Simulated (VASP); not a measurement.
# As (R-3m) in VASP: single point with PBEsol

Aim: the single point of As with PBEsol.

Program: VASP 6.6.1. These are calculated values, not measurements. Logs are shortened: lines on timing, memory, paths and dates and some standing lists are left out, and cuts for length are marked.

## 1. The cell of the first run

It takes space group R-3m (No. 166, trigonal). The conventional cell has a = 3.783 Å, b = 3.783 Å, c = 10.083 Å, α = 90.00°, β = 90.00°, γ = 120.00°. Within 3.3 Å of As (site symmetry 3m) lie 6 As at 2.53 to 3.02 Å.

## 2. Single point, PBEsol

The input, INCAR:

```
SYSTEM = As
PREC = Accurate ; ENCUT = 510
EDIFF = 1E-6 ; ISMEAR = 0
SIGMA = 0.05 ; LREAL = .FALSE.
LASPH = .TRUE. ; NELM = 120
ALGO = Normal ; ISIF = 2
LWAVE = .FALSE. ; LCHARG = .FALSE.
GGA = PS ; NBANDS = 22
GGA_COMPAT = .FALSE.
```

The input, KPOINTS:

```
Automatic mesh
0
G
  12 12 12
  0 0 0
```

The input, POSCAR:

```
As
1.0
    1.8913928289      1.0919961589      3.3611651760
   -1.8913928289      1.0919961589      3.3611651760
    0.0000000000     -2.1839923178      3.3611651760
As
2
Direct
    0.2302352090      0.2302352090      0.2302352090
    0.7697647910      0.7697647910      0.7697647910
```

Potentials or basis: VASP PAW PBE potentials, release 64 (As_d).

Run with:

```sh
$ cat potpaw_PBE.64/As_d/POTCAR > POTCAR
$ mpirun -np 1 vasp_std > vasp.out
```

OUTCAR:

```text
SYSTEM = As
   PREC = Accurate
   ENCUT = 510
   EDIFF = 1E-6
   ISMEAR = 0
   LREAL = .FALSE.
   LASPH = .TRUE.
   NELM = 120
   ISIF = 2
   GGA = PS

 ion  position               nearest neighbor table
   1  0.230  0.230  0.230-   2 2.53   2 2.53   2 2.53
   2  0.770  0.770  0.770-   1 2.53   1 2.53   1 2.53

  LATTYP: Found a trigonal (rhomboedric) cell.
 ALAT       =     4.0083979075
 COS(alpha) =     0.5547008990

  Lattice vectors:

 A1 = (   1.8913928289,   1.0919961589,   3.3611651760)
 A2 = (  -1.8913928289,   1.0919961589,   3.3611651760)
 A3 = (   0.0000000000,  -2.1839923178,   3.3611651760)

Analysis of symmetry for initial positions (statically):
=====================================================================
 Subroutine PRICEL returns:
 Original cell was already a primitive cell.

 Routine SETGRP: Setting up the symmetry group for a
 trigonal (rhombohedral) supercell.

 Subroutine GETGRP returns: Found 12 space group operations
 (whereof 12 operations were pure point group operations)
 out of a pool of 12 trial point group operations.

The static configuration has the point symmetry D_3d.

Analysis of symmetry for dynamics (positions and initial velocities):
=====================================================================
 Subroutine PRICEL returns:
 Original cell was already a primitive cell.

 Routine SETGRP: Setting up the symmetry group for a
 trigonal (rhombohedral) supercell.

 Subroutine GETGRP returns: Found 12 space group operations
 (whereof 12 operations were pure point group operations)
 out of a pool of 12 trial point group operations.

The dynamic configuration has the point symmetry D_3d.

 Subroutine INISYM returns: Found 12 space group operations
 (whereof 12 operations are pure point group operations),
 and found     1 'primitive' translations

----------------------------------------------------------------------------------------

                                     Primitive cell

  volume of cell :      41.6528

  direct lattice vectors                    reciprocal lattice vectors
     1.891392829  1.091996159  3.361165176     0.264355449  0.152625689  0.099171958
    -1.891392829  1.091996159  3.361165176    -0.264355449  0.152625689  0.099171958
     0.000000000 -2.183992318  3.361165176     0.000000000 -0.305251379  0.099171958

  length of vectors
     4.008397907  4.008397907  4.008397907     0.320957134  0.320957134  0.320957134

  position of ions in fractional coordinates (direct lattice)
[... 65 lines left out ...]
   dimension x,y,z NGXF=    60 NGYF=   60 NGZF=   60
   ions per type =               2
   NGX,Y,Z   is equivalent  to a cutoff of  12.44, 12.44, 12.44 a.u.
   NGXF,Y,Z  is equivalent  to a cutoff of  24.88, 24.88, 24.88 a.u.
 SYSTEM =  As
   PREC   = accura    normal or accurate (medium, high low for compatibility)
   ISTART =      0    job   : 0-new  1-cont  2-samecut
   ICHARG =      2    charge: 1-file 2-atom 10-const
   ISPIN  =      1    spin polarized calculation?
   LNONCOLLINEAR =      F non collinear calculations
   LSORBIT =      F    spin-orbit coupling
   LASPH  =      T    aspherical Exc in radial PAW
   ENCUT  =  510.0 eV  37.48 Ry    6.12 a.u.   7.38  7.38  7.38*2*pi/ulx,y,z
   NELM   =    120;   NELMIN=  2; NELMDL= -5     # of ELM steps
   EDIFF  = 0.1E-05   stopping-criterion for ELM
   LREAL  =      F    real-space projection
[... 7 lines left out ...]
   TEBEG  =    0.0;   TEEND  =   0.0 temperature during run
   PSTRESS=    0.0 pullay stress
   NELECT =      30.0000    total number of electrons
   NUPDOWN=      -1.0000    fix difference up-down
   EMIN   =  10.00;   EMAX   =-10.00  energy-range for DOS
   EFERMI =   0.00;   METHOD = LEGACY
   ISMEAR =     0;   SIGMA  =   0.05  broadening in eV -4-tet -1-fermi 0-gaus
   EFERMI_NEDOS =   21; number of points for ismear=-14 and -15
   IALGO  =     38    algorithm
   IMIX   =      4    mixing-type and parameters
     AMIX     =   0.40;   BMIX     =  1.00
     AMIX_MAG =   1.60;   BMIX_MAG =  1.00
  volume/ion in A,a.u.               =      20.83       140.54
  Fermi-wavevector in a.u.,A,eV,Ry     =   1.467463  2.773104 29.299448  2.153449
  Thomas-Fermi vector in A             =   2.583078
   LORBIT       =      0    0 simple, 1 ext, 2 COOP (PROOUT), +10 PAW based schemes
   GGA     = PS    functional components
   LHFCALC =     F    Hartree Fock is set to
   AEXX    =    0.0000 exact exchange contribution
   IVDW    =     0    specifies the selected vdW correction
   LEPSILON=     F    determine dielectric tensor
   LRPA    =     F    only Hartree local field effects (RPA)
 non-spin polarized calculation
 Gauss-broadening in eV      SIGMA  =   0.05
  energy-cutoff  :      510.00
  volume of cell :       41.65
 maximum number of plane-waves:      1101
 NGX is ok and might be reduce to    30
   NGX = 15   NGY = 15   NGZ = 15

 number of electron      30.0000016 magnetization

 Free energy of the ion-electron system (eV)
  ---------------------------------------------------
  ext. energy  EPLUGINS =         0.00000000
  ---------------------------------------------------
  free energy    TOTEN  =       -10.24940659 eV

  energy without entropy =      -10.24928884  energy(sigma->0) =      -10.24934771

 E-fermi :   3.9174     XC(G=0): -11.0456

 val. band max:        3.7927636615   @ k =   0.4167   0.3333   0.3333
 cond. band min:       3.9206567483   @ k =   0.4167   0.0833   0.0833
 fundamental gap:      0.1278930868
 Fermi energy:         3.9173584911

 k-point     1 :       0.0000    0.0000    0.0000
  band No.  band energies     occupation
      1     -32.3054      2.00000
      2     -32.3054      2.00000
      3     -32.2595      2.00000
      4     -32.2595      2.00000
      5     -32.2329      2.00000
      6     -32.1927      2.00000
[... 589 lines left out ...]
     21      13.7229      0.00000
     22      16.5662      0.00000

 [... further k-points ...]
[... 5 lines left out ...]
  --------------------------------------------------------------------------------------
  -------------------------------------------------------------------------------------
  Total        0.0777242      0.0777242      0.0785446     -0.0000000      0.0000000      0.0000000
  in kB        2.9896674      2.9896674      3.0212247     -0.0000000      0.0000000      0.0000000
  external PRESSURE =       3.0001865 kB  Pullay stress =       0.0000000 kB

 VOLUME and BASIS-vectors are now :
 -----------------------------------------------------------------------------
  energy-cutoff  :      510.00
  volume of cell :       41.65
      direct lattice vectors                 reciprocal lattice vectors
     1.891392829  1.091996159  3.361165176     0.264355449  0.152625689  0.099171958
    -1.891392829  1.091996159  3.361165176    -0.264355449  0.152625689  0.099171958
     0.000000000 -2.183992318  3.361165176     0.000000000 -0.305251379  0.099171958

 POSITION                                       TOTAL-FORCE (eV/Angst)
 -----------------------------------------------------------------------------------
      0.00000      0.00000      2.32158         0.000000      0.000000      0.006712
      0.00000      0.00000      7.76192         0.000000      0.000000     -0.006712
 -----------------------------------------------------------------------------------
    total drift:                                0.000000     -0.000000      0.000000

  FREE ENERGIE OF THE ION-ELECTRON SYSTEM (eV)
  ---------------------------------------------------
  free  energy   TOTEN  =       -10.2494065889 eV

  energy  without entropy=      -10.2492888374  energy(sigma->0) =      -10.24934771
```

Run time: 98 s. Hardware: 1 thread of Intel Xeon Platinum 8375C at 2.90GHz (Ice Lake), shared host; peak memory 0.26 GiB.

Results:

```
Free energy            : -10.2494 eV
Pressure               : 0.3 GPa
Largest force          : 0.007 eV/Å
Band gap on the k mesh : zero (bands 15 and 16 overlap by 0.35 eV)
```

Forces in eV/Å, atoms in the order of the input:
```
As   0.000  0.000  0.007
As   0.000  0.000 -0.007
```

Caveat: the PAW data sets were made with another functional, which shifts forces and pressure a little.

The gap in the log of VASP goes by the Fermi energy; the results here count the filled bands.